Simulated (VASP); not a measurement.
# Ge (I4_1/amd) in VASP: a series of runs, part 2 of 2

VASP 6.6.1. The steps go on from the part before.

## 4. Relaxation of cell and atoms, PBEsol, target pressure 2 GPa, at which the enthalpy is minimised

This run uses another cell than the first one, of 18.52 Å³/atom.

INCAR reads:

```
SYSTEM = Ge
  ALGO = Normal
  EDIFF = 1E-6
  EDIFFG = -0.01
  ENCUT = 600
  GGA = PS
  IBRION = 2
  ISIF = 3
  ISMEAR = -1
  LASPH = .TRUE.
  LCHARG = .FALSE.
  LREAL = .FALSE.
  LWAVE = .FALSE.
  NELM = 100
  NSW = 60
  PREC = Accurate
  PSTRESS = 20.0
  SIGMA = 0.05
```

KPOINTS reads:

```
k-points
0
G
  11 11 11
  0 0 0
```

POSCAR reads:

```
Ge
1.0
   -2.5744897190      2.5744897190      1.3974126432
    2.5744897190     -2.5744897190      1.3974126432
    2.5744897190      2.5744897190     -1.3974126432
Ge
2
Direct
    0.5000000000      0.5000000000      0.0000000000
    0.2500000000      0.7500000000      0.5000000000
```

Potentials or basis: VASP PAW PBE potentials, release 64 (Ge_d).

Launch:

```sh
cat potpaw_PBE.64/Ge_d/POTCAR > POTCAR
mpirun -np 1 vasp_std > vasp.out
```

OUTCAR:

```text
SYSTEM = Ge
   EDIFF = 1E-6
   EDIFFG = -0.01
   ENCUT = 600
   GGA = PS
   IBRION = 2
   ISIF = 3
   ISMEAR = -1
   LASPH = .TRUE.
   LREAL = .FALSE.
   NELM = 100
   NSW = 60
   PREC = Accurate
   PSTRESS = 20.0

 ion  position               nearest neighbor table
   1  0.500  0.500  0.000-   2 2.67   2 2.67   2 2.67   2 2.67
   2  0.250  0.750  0.500-   1 2.67   1 2.67   1 2.67   1 2.67

  LATTYP: Found a body centered tetragonal cell.
 ALAT       =     5.1489794380
 C/A-ratio  =     0.5427920853

  Lattice vectors:

 A1 = (  -2.5744897190,   2.5744897190,   1.3974126432)
 A2 = (   2.5744897190,  -2.5744897190,   1.3974126432)
 A3 = (   2.5744897190,   2.5744897190,  -1.3974126432)

Analysis of symmetry for initial positions (statically):
=====================================================================
 Subroutine PRICEL returns:
 Original cell was already a primitive cell.

 Routine SETGRP: Setting up the symmetry group for a
 body centered tetragonal supercell.

 Subroutine GETGRP returns: Found 16 space group operations
 (whereof  8 operations were pure point group operations)
 out of a pool of 16 trial point group operations.

The static configuration has the point symmetry D_2d.
 The point group associated with its full space group is D_4h.

Analysis of symmetry for dynamics (positions and initial velocities):
=====================================================================
 Subroutine PRICEL returns:
 Original cell was already a primitive cell.

 Routine SETGRP: Setting up the symmetry group for a
 body centered tetragonal supercell.

 Subroutine GETGRP returns: Found 16 space group operations
 (whereof  8 operations were pure point group operations)
 out of a pool of 16 trial point group operations.

The dynamic configuration has the point symmetry D_2d.
 The point group associated with its full space group is D_4h.

 Subroutine INISYM returns: Found 16 space group operations
 (whereof  8 operations are pure point group operations),
 and found     1 'primitive' translations

----------------------------------------------------------------------------------------

                                     Primitive cell

  volume of cell :      37.0482

  direct lattice vectors                    reciprocal lattice vectors
    -2.574489719  2.574489719  1.397412643     0.000000000  0.194213244  0.357804119
     2.574489719 -2.574489719  1.397412643     0.194213244  0.000000000  0.357804119
     2.574489719  2.574489719 -1.397412643     0.194213244  0.194213244  0.000000000

  length of vectors
     3.899840602  3.899840602  3.899840602     0.407114937  0.407114937  0.274659004

  position of ions in fractional coordinates (direct lattice)
     0.500000000  0.500000000  0.000000000
     0.250000000  0.750000000  0.500000000

  ion indices of the primitive-cell ions
   primitive index   ion index
                 1           1
                 2           2

----------------------------------------------------------------------------------------

[... 27 lines left out ...]
  0.090909  0.000000 -0.000000      8.000000
  0.181818  0.000000 -0.000000      8.000000
  0.272727  0.000000  0.000000      8.000000
  0.363636  0.000000 -0.000000      8.000000
  0.454545  0.000000 -0.000000      8.000000
[... 16 lines left out ...]
 -0.272727  0.181818  0.000000     16.000000
 -0.181818  0.181818  0.000000      4.000000
 [... further k-points ...]
   k-points           NKPTS =    126   k-points in BZ     NKDIM =    126   number of bands    NBANDS=     18
   number of dos      NEDOS =    301   number of ions     NIONS =      2
   total plane-waves  NPLWV =  32768
   dimension x,y,z NGX =    32 NGY =   32 NGZ =   32
   dimension x,y,z NGXF=    64 NGYF=   64 NGZF=   64
   ions per type =               2
   NGX,Y,Z   is equivalent  to a cutoff of  13.64, 13.64, 13.64 a.u.
   NGXF,Y,Z  is equivalent  to a cutoff of  27.28, 27.28, 27.28 a.u.
 SYSTEM =  Ge
   PREC   = accura    normal or accurate (medium, high low for compatibility)
   ISTART =      0    job   : 0-new  1-cont  2-samecut
   ICHARG =      2    charge: 1-file 2-atom 10-const
   ISPIN  =      1    spin polarized calculation?
   LNONCOLLINEAR =      F non collinear calculations
   LSORBIT =      F    spin-orbit coupling
   LASPH  =      T    aspherical Exc in radial PAW
   ENCUT  =  600.0 eV  44.10 Ry    6.64 a.u.   7.79  7.79  7.79*2*pi/ulx,y,z
   NELM   =    100;   NELMIN=  2; NELMDL= -5     # of ELM steps
   EDIFF  = 0.1E-05   stopping-criterion for ELM
   LREAL  =      F    real-space projection
   EDIFFG = -.1E-01   stopping-criterion for IOM
   NSW    =     60    number of steps for IOM
   IBRION =      2    ionic relax: 0-MD 1-quasi-New 2-CG
   NFREE  =      1    steps in history (QN), initial steepest desc. (CG)
   ISIF   =      3    stress and relaxation
   ISYM   =      2    0-nonsym 1-usesym 2-fastsym
   POTIM  = 0.5000    time-step for ionic-motion
   TEBEG  =    0.0;   TEEND  =   0.0 temperature during run
   PSTRESS=   20.0 pullay stress
   NELECT =      28.0000    total number of electrons
   NUPDOWN=      -1.0000    fix difference up-down
   EMIN   =  10.00;   EMAX   =-10.00  energy-range for DOS
   EFERMI =   0.00;   METHOD = LEGACY
   ISMEAR =    -1;   SIGMA  =   0.05  broadening in eV -4-tet -1-fermi 0-gaus
   EFERMI_NEDOS =   21; number of points for ismear=-14 and -15
   IALGO  =     38    algorithm
   IMIX   =      4    mixing-type and parameters
     AMIX     =   0.40;   BMIX     =  1.00
     AMIX_MAG =   1.60;   BMIX_MAG =  1.00
  volume/ion in A,a.u.               =      18.52       125.01
  Fermi-wavevector in a.u.,A,eV,Ry     =   1.491209  2.817976 30.255333  2.223704
  Thomas-Fermi vector in A             =   2.603893
   LORBIT       =      0    0 simple, 1 ext, 2 COOP (PROOUT), +10 PAW based schemes
   GGA     = PS    functional components
   LHFCALC =     F    Hartree Fock is set to
   AEXX    =    0.0000 exact exchange contribution
   IVDW    =     0    specifies the selected vdW correction
   LEPSILON=     F    determine dielectric tensor
   LRPA    =     F    only Hartree local field effects (RPA)
 conjugate gradient relaxation of ions
 non-spin polarized calculation
  energy-cutoff  :      600.00
  volume of cell :       37.05
 maximum number of plane-waves:      1258
   NGX = 15   NGY = 15   NGZ = 15

--------------------------------------- Ionic step        1  -------------------------------------------

 number of electron      28.0000000 magnetization

 Free energy of the ion-electron system (eV)
  ---------------------------------------------------
  ext. energy  EPLUGINS =         0.00000000
  ---------------------------------------------------
  free energy    TOTEN  =        -9.54139188 eV

  energy without entropy =       -9.53336297  energy(sigma->0) =       -9.53737743

------------------------ aborting loop because EDIFF is reached ----------------------------------------

  FORCE on cell =-STRESS in cart. coord.  units (eV):
  Direction    XX          YY          ZZ          XY          YZ          ZX
  --------------------------------------------------------------------------------------
  -------------------------------------------------------------------------------------
  Total       -0.1298213     -0.1298213     -0.1844647      0.0000000      0.0000000      0.0000000
  in kB       -5.6142236     -5.6142236     -7.9773159      0.0000000      0.0000000      0.0000000
  external PRESSURE =     -26.4019210 kB  Pullay stress =      20.0000000 kB
[... 139 lines left out ...]
--------------------------------------- Ionic step        5  -------------------------------------------

 number of electron      27.9999995 magnetization

 Free energy of the ion-electron system (eV)
  ---------------------------------------------------
  ext. energy  EPLUGINS =         0.00000000
  ---------------------------------------------------
  free energy    TOTEN  =        -9.53685841 eV

  energy without entropy =       -9.52876474  energy(sigma->0) =       -9.53281157

 E-fermi :   7.0395     XC(G=0): -11.6253

 val. band max:        7.0254696109   @ k =  -0.1818  -0.1818   0.0909
 cond. band min:       7.0524175222   @ k =  -0.1818  -0.4545   0.0909
 fundamental gap:      0.0269479113
 Fermi energy:         7.0394591138

 k-point     1 :       0.0000    0.0000    0.0000
  band No.  band energies     occupation
      1     -17.7000      2.00000
      2     -17.6520      2.00000
      3     -17.6191      2.00000
      4     -17.6179      2.00000
      5     -17.4995      2.00000
      6     -17.4995      2.00000
[... 481 lines left out ...]
      5     -17.5083      2.00000
      6     -17.4909      2.00000
[... 10 lines left out ...]
     17      13.1386      0.00000
     18      15.3029      0.00000

 [... further k-points ...]

------------------------ aborting loop because EDIFF is reached ----------------------------------------

  FORCE on cell =-STRESS in cart. coord.  units (eV):
  Direction    XX          YY          ZZ          XY          YZ          ZX
  --------------------------------------------------------------------------------------
  -------------------------------------------------------------------------------------
  Total        0.4436284      0.4436284      0.4335719      0.0000000     -0.0000000      0.0000000
  in kB       19.7812446     19.7812446     19.3328291      0.0000000     -0.0000000      0.0000000
  external PRESSURE =      -0.3682272 kB  Pullay stress =      20.0000000 kB
[... 21 lines left out ...]
  energy  without entropy=       -9.5287647425  energy(sigma->0) =       -9.53281157

  enthalpy is  TOTEN    =        -9.0883240865 eV   P V=        0.4485343197

 reached required accuracy - stopping structural energy minimisation
```

OSZICAR:

```text
N       E                     dE             d eps       ncg     rms          rms(c)
DAV:   1     0.160111495252E+03    0.16011E+03   -0.16261E+04  4656   0.485E+03
[... 33 lines left out ...]
DAV:   5    -0.953688427465E+01    0.38366E-07   -0.39266E-07  2370   0.133E-02
   4 F= -.90883204E+01 E0= -.90842864E+01  d E =-.940151E-02
       N       E                     dE             d eps       ncg     rms          rms(c)
DAV:   1    -0.953687983226E+01    0.44808E-05   -0.36413E-04  6064   0.204E-01    0.266E-02
DAV:   2    -0.953686523729E+01    0.14595E-04   -0.20331E-05  5614   0.952E-02    0.160E-02
DAV:   3    -0.953685820591E+01    0.70314E-05   -0.13461E-05  5300   0.699E-02    0.187E-03
DAV:   4    -0.953685840622E+01   -0.20031E-06   -0.24769E-06  3714   0.229E-02
   5 F= -.90883241E+01 E0= -.90842773E+01  d E =-.371256E-05
```

CONTCAR:

```text
Ge
   1.00000000000000
    -2.5494105861403722    2.5494105861403722    1.3820912088510224
     2.5494105861403722   -2.5494105861403722    1.3820912088510224
     2.5494105861403722    2.5494105861403722   -1.3820912088510224
  Ge
     2
Direct
     0.5000000000000000    0.5000000000000000    0.0000000000000000
     0.2500000000000000    0.7500000000000000    0.5000000000000000

  0.00000000E+00  0.00000000E+00  0.00000000E+00
  0.00000000E+00  0.00000000E+00  0.00000000E+00
```

Wall time 91 s (1 thread of Intel Xeon 6975P-C (Granite Rapids), shared host); peak memory 0.23 GiB.

Results:

| Item | Value |
| --- | --- |
| Free energy | -9.5369 eV |
| Relaxed volume | 17.97 Å³/atom |
| Relaxed cell | a = 3.861 Å, b = 3.861 Å, c = 3.861 Å, α = 97.36°, β = 97.36°, γ = 138.05° |
| Space group after relaxing (to 0.1 Å) | I4_1/amd (No. 141) |
| Energy change on relaxing (the run minimises the enthalpy) | +2.3 meV/atom |
| Ionic steps | 5 |
| Pressure after relaxing | 2.0 GPa |
| Band gap on the k mesh | zero (bands 14 and 15 overlap by 4.91 eV) |

Step by step:
```tsv
step	energy change (eV)	largest force (eV/Å)	pressure (GPa)	volume (Å³)
1	0.0000	0.0000	-0.64	37.05
2	0.0124	0.0000	2.94	35.44
3	0.0049	0.0000	2.07	35.90
4	0.0045	0.0000	1.88	35.93
5	0.0045	0.0000	1.96	35.93
```

Final structure:
```cif
data_structure
_symmetry_space_group_name_H-M 'P 1'
_symmetry_Int_Tables_number 1
_cell_length_a 3.8612
_cell_length_b 3.8612
_cell_length_c 3.8612
_cell_angle_alpha 97.361
_cell_angle_beta 97.361
_cell_angle_gamma 138.053
_cell_volume 35.93
loop_
_atom_site_label
_atom_site_type_symbol
_atom_site_fract_x
_atom_site_fract_y
_atom_site_fract_z
_atom_site_occupancy
Ge1 Ge 0.50000 0.50000 0.00000 1
Ge2 Ge 0.25000 0.75000 0.50000 1
```

Caveat: the cell is relaxed towards a set pressure, so the run minimises the enthalpy, not the energy; the PAW data sets were made with another functional, which shifts forces and pressure a little.

## 5. The runs side by side

| task | cell | cutoff (eV) | gap on the mesh (eV) | pressure (GPa) |
| --- | --- | --- | --- | --- |
| single point | a = 3.892 Å, angles 97.3, 97.3, 138.1°, 2 atoms | 520 | none | 0.0 |
| relaxation of cell and atoms | relaxed from a = 3.900 Å, angles 97.4, 97.4, 138.0°, 2 atoms | 600 | none | -0.1 |
| relaxation of cell and atoms | relaxed to 2 GPa from a = 3.900 Å, angles 97.4, 97.4, 138.0°, 2 atoms | 600 | none | 2.0 |

Alike in all rows: level PBEsol; potentials or basis VASP PAW PBE potentials, release 64 (Ge_d); no spin polarisation; k mesh 11 × 11 × 11; smearing fermi-dirac 0.05 eV.

Caveats: the PAW data sets were made with another functional, which shifts forces and pressure a little; the cell is relaxed towards a set pressure, so the run minimises the enthalpy, not the energy (at least some runs).

Absolute energies hang on the potentials; compare differences alone.
